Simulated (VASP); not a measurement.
# Li2InAu in VASP: single point with r2SCAN

Aim: the single point of Li2InAu with r2SCAN.

Everything below comes from runs of VASP 6.6.1. Logs are shortened: lines on timing, memory, paths and dates and some standing lists are left out, and cuts for length are marked.

**1. The cell of the first run**

The cell holds a disordered packing, 4 atoms: a = 4.589 Å, b = 4.010 Å, c = 4.103 Å, α = 83.62°, β = 111.12°, γ = 80.42°.

**2. Single point, r2SCAN**

File POSCAR:

```
Li2InAu
1.0
    4.5674980000      0.2907100000     -0.3406330000
    0.5352130000      3.7318930000      1.3662390000
   -1.1485760000     -0.7603520000      3.8643440000
In Li Au
1 2 1
Direct
    0.2514080000      0.2358520000      0.9376610000
    0.3581480000      0.6268280000      0.4330440000
    0.7324860000      0.0408500000      0.5596650000
    0.7641550000      0.5914530000      0.1249370000
```

File INCAR.step1:

```
SYSTEM = Li2InAu
PREC = Accurate
ENCUT = 520
ISMEAR = 0
SIGMA = 0.0112
LREAL = .FALSE.
LASPH = .TRUE.
NELM = 80
NBANDS = 23
GGA = PE
ALGO = Normal
EDIFF = 1E-4
LWAVE = .TRUE.
LCHARG = .FALSE.
```

File INCAR.step2:

```
SYSTEM = Li2InAu
PREC = Accurate
ENCUT = 520
EDIFF = 1E-7
ISMEAR = 0
SIGMA = 0.0112
LREAL = .FALSE.
LASPH = .TRUE.
NELM = 80
ALGO = Normal
ISIF = 2
LWAVE = .FALSE.
LCHARG = .FALSE.
METAGGA = R2SCAN
LMIXTAU = .TRUE.
NBANDS = 23
ISTART = 1
```

File KPOINTS:

```
Automatic mesh
0
Gamma
  4 5 5
  0.5 0.5 0.5
```

Potentials or basis: VASP PAW PBE potentials, release 64 (In_d, Li_sv, Au).

Launch:

```console
$ cat potpaw_PBE.64/In_d/POTCAR potpaw_PBE.64/Li_sv/POTCAR potpaw_PBE.64/Au/POTCAR > POTCAR
$ cp INCAR.step1 INCAR
$ mpirun -np 1 vasp_std > vasp.out
$ cp INCAR.step2 INCAR
$ mpirun -np 1 vasp_std > vasp.out
```

OUTCAR:

```text
SYSTEM = Li2InAu
   PREC = Accurate
   ENCUT = 520
   EDIFF = 1E-7
   ISMEAR = 0
   LREAL = .FALSE.
   LASPH = .TRUE.
   NELM = 80
   ISIF = 2
   METAGGA = R2SCAN
   ISTART = 1

 ion  position               nearest neighbor table
   1  0.251  0.236  0.938-   3 2.63   3 2.63   2 2.66   2 2.69   4 2.84   2 2.85   4 2.87   4 3.01
                             3 3.17   4 3.27
   2  0.358  0.627  0.433-   3 2.54   3 2.55   4 2.60   4 2.60   1 2.66   1 2.69   4 2.75   1 2.85

   3  0.732  0.041  0.560-   2 2.54   2 2.55   1 2.63   1 2.63   4 2.69   4 2.72   4 2.74   1 3.17

   4  0.764  0.591  0.125-   2 2.60   2 2.60   3 2.69   3 2.72   3 2.74   2 2.75   1 2.84   1 2.87
                             1 3.01   1 3.27

  LATTYP: Found a triclinic cell.
 ALAT       =     4.1025012544
 B/A-ratio  =     1.9662123153
 C/A-ratio  =     1.2022306430
 COS(alpha) =     0.0165733380
 COS(beta)  =     0.4965381111
 COS(gamma) =     0.7687975615

  Lattice vectors:

 A1 = (   1.1485760000,   0.7603520000,  -3.8643440000)
 A2 = (   5.1808610000,  -2.6808310000,  -5.5712160000)
 A3 = (  -3.4189220000,   0.4696420000,  -3.5237110000)

Analysis of symmetry for initial positions (statically):
=====================================================================
 Subroutine PRICEL returns:
 Original cell was already a primitive cell.

 Routine SETGRP: Setting up the symmetry group for a
 triclinic supercell.

 Subroutine GETGRP returns: Found  1 space group operations
 (whereof  1 operations were pure point group operations)
 out of a pool of  2 trial point group operations.

The static configuration has the point symmetry C_1 .

Analysis of symmetry for dynamics (positions and initial velocities):
=====================================================================
 Subroutine PRICEL returns:
 Original cell was already a primitive cell.

 Routine SETGRP: Setting up the symmetry group for a
 triclinic supercell.

 Subroutine GETGRP returns: Found  1 space group operations
 (whereof  1 operations were pure point group operations)
 out of a pool of  2 trial point group operations.

The dynamic configuration has the point symmetry C_1 .

 Subroutine INISYM returns: Found  1 space group operations
 (whereof  1 operations are pure point group operations),
 and found     1 'primitive' translations

----------------------------------------------------------------------------------------

                                     Primitive cell

  volume of cell :      68.2353

  direct lattice vectors                    reciprocal lattice vectors
     4.567498000  0.290710000 -0.340633000     0.226571157 -0.053307875  0.056853490
     0.535213000  3.731893000  1.366239000    -0.012667974  0.252935823  0.046002666
    -1.148576000 -0.760352000  3.864344000     0.024450487 -0.094124438  0.247523393

  length of vectors
     4.589398776  4.009998419  4.102501254     0.239600789  0.257397074  0.265941847

  position of ions in fractional coordinates (direct lattice)
     0.251408000  0.235852000  0.937661000
     0.358148000  0.626828000  0.433044000
     0.732486000  0.040850000  0.559665000
     0.764155000  0.591453000  0.124937000

  ion indices of the primitive-cell ions
   primitive index   ion index
                 1           1
                 2           2
                 3           3
                 4           4

----------------------------------------------------------------------------------------

 KPOINTS: Automatic mesh

Automatic generation of k-mesh.
 Grid dimensions read from file:
 generate k-points for:    4    5    5

 Generating k-lattice:

  Cartesian coordinates                     Fractional coordinates (reciprocal lattice)
     0.056642789 -0.013326969  0.014213373     0.250000000  0.000000000 -0.000000000
    -0.002533595  0.050587165  0.009200533     0.000000000  0.200000000  0.000000000
     0.004890097 -0.018824888  0.049504679     0.000000000 -0.000000000  0.200000000

  Length of vectors
     0.059900197  0.051479415  0.053188369

  Shift w.r.t. Gamma in fractional coordinates (k-lattice)
     0.500000000  0.500000000  0.500000000

 Subroutine IBZKPT returns following result:
 ===========================================

 Found     50 irreducible k-points:

 Following reciprocal coordinates:
            Coordinates               Weight
  0.125000  0.100000  0.100000      2.000000
  0.375000  0.100000  0.100000      2.000000
 -0.375000  0.100000  0.100000      2.000000
 -0.125000  0.100000  0.100000      2.000000
  0.125000  0.300000  0.100000      2.000000
  0.375000  0.300000  0.100000      2.000000
[... 16 lines left out ...]
 -0.375000  0.100000  0.300000      2.000000
 -0.125000  0.100000  0.300000      2.000000
 [... further k-points ...]
   k-points           NKPTS =     50   k-points in BZ     NKDIM =     50   number of bands    NBANDS=     23
   number of dos      NEDOS =    301   number of ions     NIONS =      4
   total plane-waves  NPLWV =  34560
   dimension x,y,z NGX =    36 NGY =   30 NGZ =   32
   dimension x,y,z NGXF=    72 NGYF=   60 NGZF=   64
   ions per type =               1   2   1
   NGX,Y,Z   is equivalent  to a cutoff of  13.04, 12.44, 12.97 a.u.
   NGXF,Y,Z  is equivalent  to a cutoff of  26.08, 24.87, 25.93 a.u.
 SYSTEM =  Li2InAu
   PREC   = accura    normal or accurate (medium, high low for compatibility)
   ISTART =      1    job   : 0-new  1-cont  2-samecut
   ICHARG =      0    charge: 1-file 2-atom 10-const
   ISPIN  =      1    spin polarized calculation?
   LNONCOLLINEAR =      F non collinear calculations
   LSORBIT =      F    spin-orbit coupling
   LASPH  =      T    aspherical Exc in radial PAW
   ENCUT  =  520.0 eV  38.22 Ry    6.18 a.u.   8.53  7.46  7.63*2*pi/ulx,y,z
   NELM   =     80;   NELMIN=  2; NELMDL=  0     # of ELM steps
   EDIFF  = 0.1E-06   stopping-criterion for ELM
   LREAL  =      F    real-space projection
   EDIFFG = 0.1E-05   stopping-criterion for IOM
   NSW    =      0    number of steps for IOM
   IBRION =     -1    ionic relax: 0-MD 1-quasi-New 2-CG
   NFREE  =      0    steps in history (QN), initial steepest desc. (CG)
   ISIF   =      2    stress and relaxation
   ISYM   =      2    0-nonsym 1-usesym 2-fastsym
   POTIM  = 0.5000    time-step for ionic-motion
   TEBEG  =    0.0;   TEEND  =   0.0 temperature during run
   PSTRESS=    0.0 pullay stress
   NELECT =      30.0000    total number of electrons
   NUPDOWN=      -1.0000    fix difference up-down
   EMIN   =  10.00;   EMAX   =-10.00  energy-range for DOS
   EFERMI =   0.00;   METHOD = LEGACY
   ISMEAR =     0;   SIGMA  =   0.01  broadening in eV -4-tet -1-fermi 0-gaus
   EFERMI_NEDOS =   21; number of points for ismear=-14 and -15
   IALGO  =     38    algorithm
   IMIX   =      4    mixing-type and parameters
     AMIX     =   0.40;   BMIX     =  1.00
     AMIX_MAG =   1.60;   BMIX_MAG =  1.00
  volume/ion in A,a.u.               =      17.06       115.12
  Fermi-wavevector in a.u.,A,eV,Ry     =   1.244836  2.352400 21.083831  1.549618
  Thomas-Fermi vector in A             =   2.379085
   LORBIT       =      0    0 simple, 1 ext, 2 COOP (PROOUT), +10 PAW based schemes
   METAGGA = R2SCAN    functional components
   LHFCALC =     F    Hartree Fock is set to
   AEXX    =    0.0000 exact exchange contribution
   IVDW    =     0    specifies the selected vdW correction
   LEPSILON=     F    determine dielectric tensor
   LRPA    =     F    only Hartree local field effects (RPA)
 non-spin polarized calculation
 Gauss-broadening in eV      SIGMA  =   0.01
  energy-cutoff  :      520.00
  volume of cell :       68.24
 maximum number of plane-waves:      1852
 NGX is ok and might be reduce to    36
   NGX = 17   NGY = 15   NGZ = 15

 number of electron      30.0000005 magnetization

 Free energy of the ion-electron system (eV)
  ---------------------------------------------------
  ext. energy  EPLUGINS =         0.00000000
  ---------------------------------------------------
  free energy    TOTEN  =       -79.04629396 eV

  energy without entropy =      -79.04600109  energy(sigma->0) =      -79.04614753

 E-fermi :   5.9785     XC(G=0): -10.8503

 val. band max:        5.9777465795   @ k =   0.1250   0.5000   0.3000
 cond. band min:       5.9808217248   @ k =  -0.1250  -0.1000   0.3000
 fundamental gap:      0.0030751452
 Fermi energy:         5.9785120194

 k-point     1 :       0.1250    0.1000    0.1000
  band No.  band energies     occupation
      1     -41.9530      2.00000
      2     -41.8455      2.00000
      3      -9.1222      2.00000
      4      -9.0944      2.00000
      5      -9.0546      2.00000
      6      -9.0466      2.00000
[... 15 lines left out ...]
     22      14.3605      0.00000
     23      15.3510      0.00000

 k-point     2 :       0.3750    0.1000    0.1000
  band No.  band energies     occupation
      1     -41.9525      2.00000
      2     -41.8457      2.00000
      3      -9.1232      2.00000
      4      -9.0937      2.00000
      5      -9.0496      2.00000
      6      -9.0392      2.00000
[... 15 lines left out ...]
     22      15.0845      0.00000
     23      16.9262      0.00000

 k-point     3 :      -0.3750    0.1000    0.1000
  band No.  band energies     occupation
      1     -41.9525      2.00000
      2     -41.8458      2.00000
      3      -9.1231      2.00000
      4      -9.0956      2.00000
      5      -9.0480      2.00000
      6      -9.0370      2.00000
[... 15 lines left out ...]
     22      15.2122      0.00000
     23      16.3092      0.00000
[... 495 lines left out ...]
 k-point    23 :      -0.3750    0.1000    0.3000
  band No.  band energies     occupation
      1     -41.9524      2.00000
      2     -41.8457      2.00000
      3      -9.1146      2.00000
      4      -9.0941      2.00000
      5      -9.0591      2.00000
      6      -9.0403      2.00000
[... 15 lines left out ...]
     22      15.4090      0.00000
     23      16.0134      0.00000

 k-point    24 :      -0.1250    0.1000    0.3000
  band No.  band energies     occupation
      1     -41.9528      2.00000
      2     -41.8454      2.00000
      3      -9.1128      2.00000
      4      -9.0930      2.00000
      5      -9.0589      2.00000
      6      -9.0541      2.00000
[... 15 lines left out ...]
     22      15.3747      0.00000
     23      16.2774      0.00000

 [... further k-points ...]

------------------------ aborting loop because EDIFF is reached ----------------------------------------

  FORCE on cell =-STRESS in cart. coord.  units (eV):
  Direction    XX          YY          ZZ          XY          YZ          ZX
  --------------------------------------------------------------------------------------
  -------------------------------------------------------------------------------------
  Total        1.9199115      0.4711155      1.5922494      1.4514452      0.2341303      1.3556850
  in kB       45.0799023     11.0618861     37.3863308     34.0802209      5.4974259     31.8317519
  external PRESSURE =      31.1760397 kB  Pullay stress =       0.0000000 kB

 VOLUME and BASIS-vectors are now :
 -----------------------------------------------------------------------------
  energy-cutoff  :      520.00
  volume of cell :       68.24
      direct lattice vectors                 reciprocal lattice vectors
     4.567498000  0.290710000 -0.340633000     0.226571157 -0.053307875  0.056853490
     0.535213000  3.731893000  1.366239000    -0.012667974  0.252935823  0.046002666
    -1.148576000 -0.760352000  3.864344000     0.024450487 -0.094124438  0.247523393

 POSITION                                       TOTAL-FORCE (eV/Angst)
 -----------------------------------------------------------------------------------
      0.19756      0.24031      3.86004        -0.089826      0.100226     -0.613254
      1.47394      2.11411      2.40783        -0.215768      0.551451      0.423516
      2.72467     -0.06015      1.96904         0.404121     -0.409378      0.200837
      3.66333      2.33439      1.03057        -0.098526     -0.242299     -0.011098
 -----------------------------------------------------------------------------------
    total drift:                               -0.062420      0.023012     -0.049175

  FREE ENERGIE OF THE ION-ELECTRON SYSTEM (eV)
  ---------------------------------------------------
  free  energy   TOTEN  =       -79.0462939648 eV

  energy  without entropy=      -79.0460010941  energy(sigma->0) =      -79.04614753
```

Wall time 11 min (1 thread of Oxide Virtual Turin-like, shared host); peak memory 0.21 GiB.

Results:

```
Free energy            : -79.0463 eV
Largest force          : 0.728 eV/Å
Band gap on the k mesh : zero (bands 15 and 16 overlap by 2.15 eV)
```

Forces in eV/Å, atoms in the order of the input:
```
In  -0.090  0.100 -0.613
Li  -0.216  0.551  0.424
Li   0.404 -0.409  0.201
Au  -0.099 -0.242 -0.011
```

Caveat: the k points lie up to 0.38 Å⁻¹ apart, too coarse for converged energies and pressures of a metal; the cutoff is under 1.25 times the usual one of these potentials, so pressure, stress and relaxed cells hold a basis-set (Pulay) error; the PAW data sets were made with another functional, which shifts forces and pressure a little; spin-orbit coupling is left out, which moves the levels of the heavy elements.
